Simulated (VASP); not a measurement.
# ZnSe in VASP: further runs, part 2 of 2

VASP 6.6.1.

### 4 Electric field gradients, LDA (equal xx and yy strain of +3 %)

Input file INCAR:

```
PREC     = Accurate       # precision mode
ENCUT    = 520            # plane-wave cutoff, eV
EDIFF    = 1E-8           # SCF threshold, eV
ISMEAR   = -1             # smearing method
SIGMA    = 0.03           # smearing width, eV
LREAL    = False          # projectors in reciprocal space
LASPH    = True           # aspherical terms in the spheres
NELM     = 80             # most SCF steps
ALGO     = Normal         # electronic algorithm
ISIF     = 2              # what is computed and relaxed
LWAVE    = False          # write WAVECAR
LCHARG   = False          # write CHGCAR
GGA      = CA             # functional
LEFG     = True         
NBANDS   = 16             # bands
```

Input file KPOINTS:

```
regular mesh
0
Gamma
  8 8 8
```

Input file POSCAR:

```
ZnSe
1.0
    0.0000000000      2.9188140000      2.8338000000
    2.9188140000      0.0000000000      2.8338000000
    2.9188140000      2.9188140000      0.0000000000
Zn Se
1 1
Direct
    0.0000000000      0.0000000000      0.0000000000
    0.7500000000      0.7500000000      0.7500000000
```

Potentials or basis: VASP PAW LDA potentials, release 64 (Zn, Se).

The run is started by

```console
> cat potpaw_LDA.64/Zn/POTCAR potpaw_LDA.64/Se/POTCAR > POTCAR
> mpirun -np 1 vasp_std > vasp.out
```

OUTCAR:

```text
PREC = Accurate
   ENCUT = 520
   EDIFF = 1E-8
   ISMEAR = -1
   LREAL = False
   LASPH = True
   NELM = 80
   ISIF = 2
   GGA = CA

 ion  position               nearest neighbor table
   1  0.000  0.000  0.000-   2 2.50   2 2.50   2 2.50   2 2.50
   2  0.750  0.750  0.750-   1 2.50   1 2.50   1 2.50   1 2.50

  LATTYP: Found a body centered tetragonal cell.
 ALAT       =     4.1278263448
 C/A-ratio  =     1.3730228761

  Lattice vectors:

 A1 = (   0.0000000000,  -2.9188140000,  -2.8338000000)
 A2 = (   0.0000000000,   2.9188140000,  -2.8338000000)
 A3 = (   2.9188140000,   0.0000000000,   2.8338000000)

Analysis of symmetry for initial positions (statically):
=====================================================================
 Subroutine PRICEL returns:
 Original cell was already a primitive cell.

 Routine SETGRP: Setting up the symmetry group for a
[... 644 lines left out ...]
  energy-cutoff  :      520.00
  volume of cell :       48.28
      direct lattice vectors                 reciprocal lattice vectors
     0.000000000  2.918814000  2.833800000    -0.171302454  0.171302454  0.176441527
     2.918814000  0.000000000  2.833800000     0.171302454 -0.171302454  0.176441527
     2.918814000  2.918814000  0.000000000     0.171302454  0.171302454 -0.176441527

 POSITION                                       TOTAL-FORCE (eV/Angst)
 -----------------------------------------------------------------------------------
      0.00000      0.00000      0.00000        -0.000000      0.000000      0.000000
      4.37822      4.37822      4.25070         0.000000      0.000000     -0.000000
 -----------------------------------------------------------------------------------
    total drift:                               -0.000004     -0.000004     -0.000006

  FREE ENERGIE OF THE ION-ELECTRON SYSTEM (eV)
  ---------------------------------------------------
  free  energy   TOTEN  =        -7.2668534943 eV

  energy  without entropy=       -7.2668534846  energy(sigma->0) =       -7.26685349

 Electric field gradients (V/A^2)
---------------------------------------------------------------------
 ion       V_xx      V_yy      V_zz      V_xy      V_xz      V_yz
---------------------------------------------------------------------
   1      -2.345    -2.345     4.691     0.006    -0.004    -0.004
   2       5.941     5.941   -11.881     0.000    -0.000    -0.000
---------------------------------------------------------------------

 Electric field gradients after diagonalization (V/A^2)
 (convention: |V_zz| > |V_xx| > |V_yy|)
----------------------------------------------------------------------
 ion       V_xx      V_yy      V_zz     asymmetry (V_yy - V_xx)/ V_zz
----------------------------------------------------------------------
   1      -2.351    -2.340     4.691       0.002
   2       5.941     5.940   -11.881       0.000
----------------------------------------------------------------------

           NMR quadrupolar parameters

 Cq : quadrupolar parameter    Cq=e*Q*V_zz/h
 eta: asymmetry parameters     (V_yy - V_xx)/ V_zz
 Q  : nuclear electric quadrupole moment in mb (millibarn)
----------------------------------------------------------------------
 ion       Cq(MHz)       eta       Q (mb)
----------------------------------------------------------------------
   1       0.011       0.002       1.000
   2      -0.029       0.000       1.000
----------------------------------------------------------------------
```

It took 84 s on 1 thread of Intel Xeon 6975P-C, shared host; peak memory 0.18 GiB.

What came out:

```yaml
Free_energy: -7.2669 eV
Pressure: -6.0 GPa
Band_gap_on_the_k_mesh: 0.77 eV, direct
```

Levels at points of the mesh, in eV from the valence-band top:
| k point | band 5 | band 6 | band 7 | band 8 | band 9 | band 10 | band 11 | band 12 | band 13 | band 14 |
| --- | --- | --- | --- | --- | --- | --- | --- | --- | --- | --- |
| (0.00, 0.00, 0.00) | -6.24 | -6.23 | -0.10 | -0.10 | 0.00 | 0.77 | 5.64 | 5.66 | 5.66 | 9.34 |
| (0.50, 0.00, 0.00) | -6.22 | -6.10 | -4.99 | -0.94 | -0.78 | 2.19 | 6.11 | 6.34 | 8.11 | 10.37 |
| (0.50, 0.50, 0.00) | -6.19 | -6.06 | -4.52 | -2.16 | -2.16 | 2.79 | 3.07 | 10.20 | 10.60 | 10.60 |
| (0.50, 0.00, 0.50) | -6.20 | -6.09 | -4.69 | -2.03 | -1.99 | 2.91 | 3.34 | 9.93 | 10.45 | 10.74 |

Electric field gradients, principal values (V/Å²):
```
atom   least  middle  greatest (by size)
1 Zn  -2.340  -2.351               4.691
2 Se   5.940   5.941             -11.881
```

Caveat: the cell differs from its parent crystal (equal xx and yy strain of +3 %); without QUAD_EFG the Cq values of the log hold for a quadrupole moment of 1 mb, not for the nuclei.

### 5 The runs side by side

```csv
cell,gap on the mesh (eV),pressure (GPa)
"a = 3.926 Å, angles 60.0°, 2 atoms",1.32,1.0
"a = 3.948, b = 3.948, c = 3.887 Å, angles 60.5, 60.5, 59.0°, 2 atoms",1.28,0.9
"a = 4.068, b = 4.068, c = 4.128 Å, angles 59.5, 59.5, 61.0°, 2 atoms",0.77,-6.0
```

Alike in all rows: task electric field gradients; level LDA; potentials or basis VASP PAW LDA potentials, release 64 (Zn, Se); no spin polarisation; k mesh 8 × 8 × 8; cutoff (eV) 520; smearing fermi-dirac 0.03 eV.

Absolute energies hang on the potentials; compare differences alone.
